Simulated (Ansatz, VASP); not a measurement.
**Two plane-wave programs on BaTiO3**

```
CELL_PARAMETERS angstrom
4.53388 -2.93796 -2.84449
-4.17915 -2.17324 2.57872
-4.67624 2.67138 -2.77803
ATOMIC_POSITIONS crystal
Ba 0.99294 0.49864 0.49912
Ba 0.99812 0.99664 0.00014
Ti 0.49527 0.25090 0.73929
Ti 0.49333 0.75158 0.24081
O 0.51082 0.50216 0.01063
O 0.51041 0.00231 0.50870
O 0.49548 0.49574 0.49913
O 0.49557 0.99266 0.99920
O 0.01119 0.00687 0.50887
O 0.00442 0.50250 0.00167
```

Change from the starting cell: cell sheared at random, sigma 0.06, atoms nudged by 0.01 Å.

Alike in both runs: task single point; functional PBE; k mesh 7 × 7 × 6; occupations fermi-dirac, width 0.05 eV; no spin polarisation.

|  | VASP | Ansatz |
| --- | --- | --- |
| version | VASP 6.6.1 | Ansatz 0.2.0 |
| potentials or method | VASP PAW PBE potentials, release 64 (Ba_sv, Ti_sv, O) | Ansatz PAW |
| plane-wave cutoff (eV) | 520 | 420 |
| valence electrons in the cell | 80 | 80 |

```tsv
	VASP	Ansatz	Ansatz less VASP
gap on the k mesh at the Fermi level (eV)	0.94	1.02	+0.077
least direct gap on the mesh (eV)	0.94	1.02	+0.077
pressure (GPa)	16.8	14.6	-2.19
traceless stress, the component that is largest in VASP (GPa)	23.08	21.92	-1.167
rms of the force components (eV/Å)	0.362	0.342	-0.0202
```

Atom by atom the forces differ by 0.024 eV/Å (rms over components).

Neither program's run includes spin-orbit coupling. Noted on Ansatz's run: odd divisions of the mesh miss points on the zone boundary, where band edges often lie, so the gap on the mesh can be too wide.
